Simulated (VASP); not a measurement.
# Al (I4/mmm) in VASP: further runs

Al is run at these levels: PBE+D3(BJ); tasks: single point.

Program: VASP 6.6.1. These are calculated values, not measurements. Logs are shortened: lines on timing, memory, paths and dates and some standing lists are left out, and cuts for length are marked.

### 1 The cell of the first run

Symmetry: I4/mmm, No. 139, tetragonal system. The conventional cell has a = 2.988 Å, b = 2.988 Å, c = 3.912 Å, α = 90.00°, β = 90.00°, γ = 90.00°. Al (site symmetry 4/mmm) has 14 Al at 2.88 to 3.91 Å within 4.0 Å.

### 2 Single point, PBE+D3(BJ) (17.47 Å³/atom)

INCAR

```
SYSTEM = Al
ALGO = Normal
EDIFF = 1E-7
ENCUT = 520
GGA = PE
ISIF = 2
ISMEAR = 0
IVDW = 12
LASPH = .TRUE.
LCHARG = .FALSE.
LREAL = .FALSE.
LWAVE = .FALSE.
NBANDS = 8
NELM = 100
PREC = Accurate
SIGMA = 0.15
```

KPOINTS

```
k-points
0
G
  22 22 22
  0 0 0
```

POSCAR

```
Al
1.0
    0.0000000000      2.1131123836      1.9561081335
    2.1131123836      0.0000000000      1.9561081335
    2.1131123836      2.1131123836      0.0000000000
Al
1
Direct
    0.0000000000      0.0000000000      0.0000000000
```

Potentials or basis: VASP PAW PBE potentials, release 64 (Al).

On the command line:

```console
$ cat potpaw_PBE.64/Al/POTCAR > POTCAR
$ mpirun -np 1 vasp_std > vasp.out
```

OUTCAR:

```text
SYSTEM = Al
   EDIFF = 1E-7
   ENCUT = 520
   GGA = PE
   ISIF = 2
   ISMEAR = 0
   IVDW = 12
   LASPH = .TRUE.
   LREAL = .FALSE.
   NELM = 100
   PREC = Accurate
 IVDW          = 12

 ion  position               nearest neighbor table
   1  0.000  0.000  0.000-

  LATTYP: Found a body centered tetragonal cell.
 ALAT       =     2.9883921917
 C/A-ratio  =     1.3091374947

  Lattice vectors:

 A1 = (   0.0000000000,  -2.1131123836,  -1.9561081335)
 A2 = (   0.0000000000,   2.1131123836,  -1.9561081335)
 A3 = (   2.1131123836,   0.0000000000,   1.9561081335)

Analysis of symmetry for initial positions (statically):
=====================================================================
 Subroutine PRICEL returns:
 Original cell was already a primitive cell.

 Routine SETGRP: Setting up the symmetry group for a
 body centered tetragonal supercell.

 Subroutine GETGRP returns: Found 16 space group operations
 (whereof 16 operations were pure point group operations)
 out of a pool of 16 trial point group operations.

The static configuration has the point symmetry D_4h.

Analysis of symmetry for dynamics (positions and initial velocities):
=====================================================================
 Subroutine PRICEL returns:
 Original cell was already a primitive cell.

 Routine SETGRP: Setting up the symmetry group for a
 body centered tetragonal supercell.

 Subroutine GETGRP returns: Found 16 space group operations
 (whereof 16 operations were pure point group operations)
 out of a pool of 16 trial point group operations.

The dynamic configuration has the point symmetry D_4h.

 Subroutine INISYM returns: Found 16 space group operations
 (whereof 16 operations are pure point group operations),
 and found     1 'primitive' translations

----------------------------------------------------------------------------------------

                                     Primitive cell

  volume of cell :      17.4690

  direct lattice vectors                    reciprocal lattice vectors
     0.000000000  2.113112384  1.956108133    -0.236617798  0.236617798  0.255609591
     2.113112384  0.000000000  1.956108133     0.236617798 -0.236617798  0.255609591
     2.113112384  2.113112384  0.000000000     0.236617798  0.236617798 -0.255609591

  length of vectors
     2.879514365  2.879514365  2.988392192     0.421084585  0.421084585  0.421084585

  position of ions in fractional coordinates (direct lattice)
     0.000000000  0.000000000  0.000000000

  ion indices of the primitive-cell ions
   primitive index   ion index
                 1           1

----------------------------------------------------------------------------------------

 KPOINTS: k-points

Automatic generation of k-mesh.
 Grid dimensions read from file:
 generate k-points for:   22   22   22

 Generating k-lattice:

  Cartesian coordinates                     Fractional coordinates (reciprocal lattice)
    -0.010755354  0.010755354  0.011618618     0.045454545  0.000000000  0.000000000
     0.010755354 -0.010755354  0.011618618     0.000000000  0.045454545  0.000000000
     0.010755354  0.010755354 -0.011618618     0.000000000  0.000000000  0.045454545

  Length of vectors
     0.019140208  0.019140208  0.019140208

  Shift w.r.t. Gamma in fractional coordinates (k-lattice)
     0.000000000  0.000000000  0.000000000

 Subroutine IBZKPT returns following result:
 ===========================================

 Found    834 irreducible k-points:

 Following reciprocal coordinates:
            Coordinates               Weight
  0.000000  0.000000  0.000000      1.000000
  0.045455 -0.000000  0.000000      8.000000
  0.090909 -0.000000  0.000000      8.000000
  0.136364  0.000000  0.000000      8.000000
  0.181818 -0.000000  0.000000      8.000000
  0.227273 -0.000000  0.000000      8.000000
[... 16 lines left out ...]
  0.500000  0.045455  0.000000      8.000000
 -0.454545  0.045455  0.000000      8.000000
 [... further k-points ...]
   k-points           NKPTS =    834   k-points in BZ     NKDIM =    834   number of bands    NBANDS=      8
   number of dos      NEDOS =    301   number of ions     NIONS =      1
   total plane-waves  NPLWV =  13824
   dimension x,y,z NGX =    24 NGY =   24 NGZ =   24
   dimension x,y,z NGXF=    48 NGYF=   48 NGZF=   48
   ions per type =               1
   NGX,Y,Z   is equivalent  to a cutoff of  13.86, 13.86, 13.35 a.u.
   NGXF,Y,Z  is equivalent  to a cutoff of  27.71, 27.71, 26.70 a.u.
 SYSTEM =  Al
   PREC   = accura    normal or accurate (medium, high low for compatibility)
   ISTART =      0    job   : 0-new  1-cont  2-samecut
   ICHARG =      2    charge: 1-file 2-atom 10-const
   ISPIN  =      1    spin polarized calculation?
   LNONCOLLINEAR =      F non collinear calculations
   LSORBIT =      F    spin-orbit coupling
   LASPH  =      T    aspherical Exc in radial PAW
   ENCUT  =  520.0 eV  38.22 Ry    6.18 a.u.   5.35  5.35  5.56*2*pi/ulx,y,z
   NELM   =    100;   NELMIN=  2; NELMDL= -5     # of ELM steps
   EDIFF  = 0.1E-06   stopping-criterion for ELM
   LREAL  =      F    real-space projection
   EDIFFG = 0.1E-05   stopping-criterion for IOM
   NSW    =      0    number of steps for IOM
   IBRION =     -1    ionic relax: 0-MD 1-quasi-New 2-CG
   NFREE  =      0    steps in history (QN), initial steepest desc. (CG)
   ISIF   =      2    stress and relaxation
   ISYM   =      2    0-nonsym 1-usesym 2-fastsym
   POTIM  = 0.5000    time-step for ionic-motion
   TEBEG  =    0.0;   TEEND  =   0.0 temperature during run
   PSTRESS=    0.0 pullay stress
   NELECT =       3.0000    total number of electrons
   NUPDOWN=      -1.0000    fix difference up-down
   EMIN   =  10.00;   EMAX   =-10.00  energy-range for DOS
   EFERMI =   0.00;   METHOD = LEGACY
   ISMEAR =     0;   SIGMA  =   0.15  broadening in eV -4-tet -1-fermi 0-gaus
   EFERMI_NEDOS =   21; number of points for ismear=-14 and -15
   IALGO  =     38    algorithm
   IMIX   =      4    mixing-type and parameters
     AMIX     =   0.40;   BMIX     =  1.00
     AMIX_MAG =   1.60;   BMIX_MAG =  1.00
  volume/ion in A,a.u.               =      17.47       117.89
  Fermi-wavevector in a.u.,A,eV,Ry     =   0.909968  1.719589 11.266181  0.828041
  Thomas-Fermi vector in A             =   2.034074
   LORBIT       =      0    0 simple, 1 ext, 2 COOP (PROOUT), +10 PAW based schemes
   GGA     = PE    functional components
   LHFCALC =     F    Hartree Fock is set to
   AEXX    =    0.0000 exact exchange contribution
   IVDW    =    12    specifies the selected vdW correction
   LEPSILON=     F    determine dielectric tensor
   LRPA    =     F    only Hartree local field effects (RPA)
 non-spin polarized calculation
 Gauss-broadening in eV      SIGMA  =   0.15
  energy-cutoff  :      520.00
  volume of cell :       17.47
 maximum number of plane-waves:       491
 NGX is ok and might be reduce to    24
   NGX = 11   NGY = 11   NGZ = 11

 number of electron       3.0000000 magnetization

 Free energy of the ion-electron system (eV)
  ---------------------------------------------------
  ext. energy  EPLUGINS =         0.00000000
  ---------------------------------------------------
  free energy    TOTEN  =        -3.72694024 eV

  energy without entropy =       -3.72218767  energy(sigma->0) =       -3.72456395

 E-fermi :   7.4107     XC(G=0):  -9.9919

 val. band max:        7.4032015507   @ k =  -0.3182   0.3182   0.0000
 cond. band min:       7.4109104146   @ k =  -0.3182   0.1364   0.4091
 fundamental gap:      0.0077088639
 Fermi energy:         7.4107389806

 k-point     1 :       0.0000    0.0000    0.0000
  band No.  band energies     occupation
      1      -3.3281      2.00000
      2      19.5384      0.00000
      3      19.5384      0.00000
      4      20.3210      0.00000
      5      20.6748      0.00000
      6      20.9117      0.00000
      7      20.9117      0.00000
      8      23.5676      0.00000

 k-point     2 :       0.0455   -0.0000    0.0000
  band No.  band energies     occupation
      1      -3.2739      2.00000
      2      18.5352      0.00000
      3      19.2620      0.00000
      4      19.8199      0.00000
      5      21.0737      0.00000
      6      21.2564      0.00000
      7      21.4846      0.00000
      8      24.1402      0.00000

 k-point     3 :       0.0909   -0.0000    0.0000
  band No.  band energies     occupation
      1      -3.1113      2.00000
      2      16.8342      0.00000
      3      18.7740      0.00000
      4      19.3488      0.00000
      5      21.6000      0.00000
      6      21.8354      0.00000
      7      21.8955      0.00000
      8      23.9073      0.00000

 k-point     4 :       0.1364    0.0000    0.0000
  band No.  band energies     occupation
      1      -2.8407      2.00000
      2      15.0566      0.00000
      3      18.3047      0.00000
      4      18.9634      0.00000
      5      21.6036      0.00000
      6      22.1730      0.00000
      7      22.4968      0.00000
      8      23.6849      0.00000

 k-point     5 :       0.1818   -0.0000    0.0000
  band No.  band energies     occupation
      1      -2.4627      2.00000
      2      13.3019      0.00000
      3      17.9038      0.00000
      4      18.6609      0.00000
      5      21.5036      0.00000
      6      21.6148      0.00000
      7      22.8941      0.00000
      8      24.2356      0.00000
[... 177 lines left out ...]
 k-point    22 :       0.4545    0.0455    0.0000
  band No.  band energies     occupation
      1       1.7777      2.00000
      2       4.6703      2.00000
      3      16.3794      0.00000
      4      18.1431      0.00000
      5      19.0493      0.00000
      6      19.0677      0.00000
      7      22.6395      0.00000
      8      23.5605      0.00000

 k-point    23 :       0.5000    0.0455    0.0000
  band No.  band energies     occupation
      1       2.8465      2.00000
      2       3.4548      2.00000
      3      16.5779      0.00000
      4      18.3186      0.00000
      5      18.6333      0.00000
      6      18.7113      0.00000
      7      22.2386      0.00000
      8      23.9440      0.00000

 k-point    24 :      -0.4545    0.0455    0.0000
  band No.  band energies     occupation
      1       2.3295      2.00000
      2       4.0168      2.00000
      3      16.8646      0.00000
      4      18.1147      0.00000
      5      18.4697      0.00000
      6      18.7569      0.00000
      7      21.8967      0.00000
      8      24.4526      0.00000

 [... further k-points ...]

------------------------ aborting loop because EDIFF is reached ----------------------------------------

 Edisp (eV)   -0.31694

 E8    (eV) :    -0.1416

  FORCE on cell =-STRESS in cart. coord.  units (eV):
  Direction    XX          YY          ZZ          XY          YZ          ZX
  --------------------------------------------------------------------------------------
  -------------------------------------------------------------------------------------
  Total      -0.84372    -0.84372    -0.47735     0.00000    -0.00000    -0.00000
  in kB     -77.38215   -77.38215   -43.78018     0.00000    -0.00000    -0.00000
  external pressure =      -66.18 kB  Pullay stress =        0.00 kB

 VOLUME and BASIS-vectors are now :
 -----------------------------------------------------------------------------
  energy-cutoff  :      520.00
  volume of cell :       17.47
      direct lattice vectors                 reciprocal lattice vectors
     0.000000000  2.113112384  1.956108133    -0.236617798  0.236617798  0.255609591
     2.113112384  0.000000000  1.956108133     0.236617798 -0.236617798  0.255609591
     2.113112384  2.113112384  0.000000000     0.236617798  0.236617798 -0.255609591

 POSITION                                       TOTAL-FORCE (eV/Angst)
 -----------------------------------------------------------------------------------
      0.00000      0.00000      0.00000        -0.000000      0.000000      0.000000
 -----------------------------------------------------------------------------------
    total drift:                               -0.000000     -0.000000      0.000000

  FREE ENERGIE OF THE ION-ELECTRON SYSTEM (eV)
  ---------------------------------------------------
  free  energy   TOTEN  =        -4.0438832055 eV

  energy  without entropy=       -4.0391306429  energy(sigma->0) =       -4.04150692
```

It took 45 s on 1 thread of Intel Xeon Platinum 8488C (Sapphire Rapids), shared host; peak memory 0.22 GiB.

What came out:

| Quantity | Value |
| --- | --- |
| Free energy | -4.0439 eV |
| Pressure | -6.6 GPa |
| Band gap on the k mesh | zero (an odd number of electrons rules out a gap without spin polarisation) |
| Dispersion energy per atom | -0.317 eV |

Stress tensor (GPa, compression positive):
```
-7.74  0.00  0.00
 0.00 -7.74  0.00
 0.00  0.00 -4.38
```

Caveat: the cell stands under tension.

### 3 Single point, PBE+D3(BJ) (17.47 Å³/atom)

INCAR

```
SYSTEM = Al
PREC = Accurate
ENCUT = 520
EDIFF = 1E-6
ISMEAR = 0
SIGMA = 0.15
LREAL = .False.
LASPH = .True.
NELM = 60
ALGO = Fast
ISIF = 2
LWAVE = .False.
LCHARG = .True.
GGA = PE
IVDW = 12
LELF = .True.
LVHAR = .True.
NBANDS = 8
```

KPOINTS

```
regular mesh
0
Gamma
  22 22 22
  0 0 0
```

POSCAR

```
Al
1.0
    0.0000000000      2.2247699739      1.7646875433
    2.2247699739      0.0000000000      1.7646875433
    2.2247699739      2.2247699739      0.0000000000
Al
1
Direct
    0.0000000000      0.0000000000      0.0000000000
```

Potentials or basis: VASP PAW PBE potentials, release 64 (Al).

On the command line:

```console
$ cat potpaw_PBE.64/Al/POTCAR > POTCAR
$ mpirun -np 1 vasp_std > vasp.out
```

OUTCAR:

```text
SYSTEM = Al
   PREC = Accurate
   ENCUT = 520
   EDIFF = 1E-6
   ISMEAR = 0
   LREAL = .False.
   LASPH = .True.
   NELM = 60
   ISIF = 2
   GGA = PE
   IVDW = 12
 IVDW          = 12

 ion  position               nearest neighbor table
   1  0.000  0.000  0.000-

  LATTYP: Found a body centered tetragonal cell.
 ALAT       =     3.1462998702
 C/A-ratio  =     1.1217541977

  Lattice vectors:

 A1 = (   0.0000000000,  -2.2247699739,  -1.7646875433)
 A2 = (   0.0000000000,   2.2247699739,  -1.7646875433)
 A3 = (   2.2247699739,   0.0000000000,   1.7646875433)

Analysis of symmetry for initial positions (statically):
=====================================================================
 Subroutine PRICEL returns:
 Original cell was already a primitive cell.

 Routine SETGRP: Setting up the symmetry group for a
 body centered tetragonal supercell.

 Subroutine GETGRP returns: Found 16 space group operations
 (whereof 16 operations were pure point group operations)
 out of a pool of 16 trial point group operations.

The static configuration has the point symmetry D_4h.

Analysis of symmetry for dynamics (positions and initial velocities):
[... 165 lines left out ...]

 k-point     1 :       0.0000    0.0000    0.0000
  band No.  band energies     occupation
      1      -3.3254      2.00000
      2      19.7095      0.00000
      3      19.7095      0.00000
      4      20.7864      0.00000
      5      21.2857      0.00000
      6      21.2857      0.00000
      7      21.8477      0.00000
      8      22.1447      0.00000
[... 243 lines left out ...]
 k-point    24 :      -0.4545    0.0455    0.0000
  band No.  band energies     occupation
      1       2.2997      2.00000
      2       4.3784      2.00000
      3      15.2839      0.00000
      4      17.2549      0.00000
      5      17.4409      0.00000
      6      19.2514      0.00000
      7      23.2817      0.00000
      8      28.4499      0.00000

 [... further k-points ...]

------------------------ aborting loop because EDIFF is reached ----------------------------------------

 Edisp (eV)   -0.31665

 E8    (eV) :    -0.1414

  FORCE on cell =-STRESS in cart. coord.  units (eV):
  Direction    XX          YY          ZZ          XY          YZ          ZX
  --------------------------------------------------------------------------------------
  -------------------------------------------------------------------------------------
  Total      -0.75750    -0.75750    -0.22186     0.00000    -0.00000     0.00000
  in kB     -69.47418   -69.47418   -20.34797     0.00000    -0.00000     0.00000
  external pressure =      -53.10 kB  Pullay stress =        0.00 kB

 VOLUME and BASIS-vectors are now :
 -----------------------------------------------------------------------------
  energy-cutoff  :      520.00
  volume of cell :       17.47
      direct lattice vectors                 reciprocal lattice vectors
     0.000000000  2.224769974  1.764687543    -0.224742336  0.224742336  0.283336278
     2.224769974  0.000000000  1.764687543     0.224742336 -0.224742336  0.283336278
     2.224769974  2.224769974  0.000000000     0.224742336  0.224742336 -0.283336278

 POSITION                                       TOTAL-FORCE (eV/Angst)
 -----------------------------------------------------------------------------------
      0.00000      0.00000      0.00000         0.000000      0.000000      0.000000
 -----------------------------------------------------------------------------------
    total drift:                                0.000000      0.000000     -0.000000

  FREE ENERGIE OF THE ION-ELECTRON SYSTEM (eV)
  ---------------------------------------------------
  free  energy   TOTEN  =        -3.9838308598 eV

  energy  without entropy=       -3.9787316796  energy(sigma->0) =       -3.98128127
```

OSZICAR:

```text
N       E                     dE             d eps       ncg     rms          rms(c)
DAV:   1    -0.236905414437E+01   -0.23691E+01   -0.84358E+02 13376   0.202E+02
DAV:   2    -0.368266194194E+01   -0.13136E+01   -0.12655E+01 18568   0.179E+01
DAV:   3    -0.368957095158E+01   -0.69090E-02   -0.69059E-02 16880   0.144E+00
DAV:   4    -0.368958773949E+01   -0.16788E-04   -0.16788E-04 20072   0.642E-02
DAV:   5    -0.368958779059E+01   -0.51096E-07   -0.50952E-07 16768   0.218E-03    0.117E+00
RMM:   6    -0.367640701039E+01    0.13181E-01   -0.13216E-03 13345   0.201E-01    0.681E-01
RMM:   7    -0.366716310752E+01    0.92439E-02   -0.40955E-03 15314   0.339E-01    0.112E-01
RMM:   8    -0.366717670392E+01   -0.13596E-04   -0.16406E-04 14732   0.800E-02    0.206E-02
RMM:   9    -0.366717926564E+01   -0.25617E-05   -0.22677E-05 15154   0.292E-02    0.112E-02
RMM:  10    -0.366717877225E+01    0.49339E-06   -0.47313E-06 15379   0.135E-02
   1 F= -.39838309E+01 E0= -.39812813E+01  d E =-.509918E-02
```

stdout:

```text
POSCAR found type information on POSCAR Al
 POSCAR found :  1 types and       1 ions
 scaLAPACK will be used
 LDA part: xc-table for (Slater+PW92), standard interpolation
 POSCAR, INCAR and KPOINTS ok, starting setup
 FFT: planning ... GRIDC
 FFT: planning ... GRID_SOFT
 FFT: planning ... GRID
 WAVECAR not read
 entering main loop
```

It took 62 s on 1 thread of Intel Xeon Platinum 8488C (Sapphire Rapids), shared host; peak memory 0.22 GiB.

What came out:

* Free energy: -3.9838 eV
* Pressure: -5.3 GPa
* Band gap on the k mesh: zero (an odd number of electrons rules out a gap without spin polarisation)
* Dispersion energy per atom: -0.317 eV

Stress tensor (GPa, compression positive):
```
-6.95  0.00  0.00
 0.00 -6.95  0.00
 0.00  0.00 -2.03
```

Levels at points of the mesh, in eV from the Fermi level:
| k point | band 1 | band 2 | band 3 | band 4 | band 5 |
| --- | --- | --- | --- | --- | --- |
| (0.00, 0.00, 0.00) | -10.72 | 12.32 | 12.32 | 13.39 | 13.89 |
| (0.50, 0.00, 0.00) | -4.23 | -4.06 | 8.56 | 9.02 | 10.51 |
| (0.50, 0.50, 0.00) | -0.05 | 1.72 | 2.87 | 2.87 | 3.73 |
| (0.50, 0.00, 0.50) | -3.70 | -3.07 | 6.59 | 6.82 | 7.96 |

Caveat: the cell stands under tension.

[end of part 1 of 3]

The gap in the log of VASP goes by the Fermi energy; the results here count the filled bands.